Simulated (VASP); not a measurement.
Sn3H, 4 atoms in the cell. It takes space group Im-3m (No. 229, cubic). The conventional cell has a = 5.720 Å, b = 5.720 Å, c = 5.720 Å, α = 90.00°, β = 90.00°, γ = 90.00°. Sn (site symmetry 4/mmm) has 4 Sn at 2.86 Å and 2 H at 2.86 Å within 3.8 Å. H (site symmetry m-3m) has 6 Sn at 2.86 Å within 3.8 Å. 

| Quantity | Value |
| --- | --- |
| Program | VASP 6.6.1 |
| Task | relaxation of cell and atoms |
| Functional | PBE |
| Potentials or basis | VASP PAW PBE potentials, release 64 (Sn_d, H) |
| Cutoff | 600 eV |
| k mesh | 4 × 4 × 4 |
| Occupations | gaussian, width 0.1 eV |
| Spin | no spin polarisation |
| Dipole correction | no |
| Further INCAR settings | ALGO = Normal; EDIFF = 1e-06; IBRION = 2; EDIFFG = -0.04; NSW = 90; ISIF = 3 |

Potentials or basis: VASP PAW PBE potentials, release 64 (Sn_d, H).

The run is started by

```sh
$ cat potpaw_PBE.64/Sn_d/POTCAR potpaw_PBE.64/H/POTCAR > POTCAR
$ mpirun -np 1 vasp_std > vasp.out
```

Hardware: 1 thread of Intel Xeon 6975P-C, with other jobs on the host.

Problem. Estimate the wall time of this run.

Solution. Wall time 43 s on 1 thread of Intel Xeon 6975P-C, with other jobs on the host, peak memory 0.25 GiB. Counts: scf iterations 24, k points 8, ion steps 2.
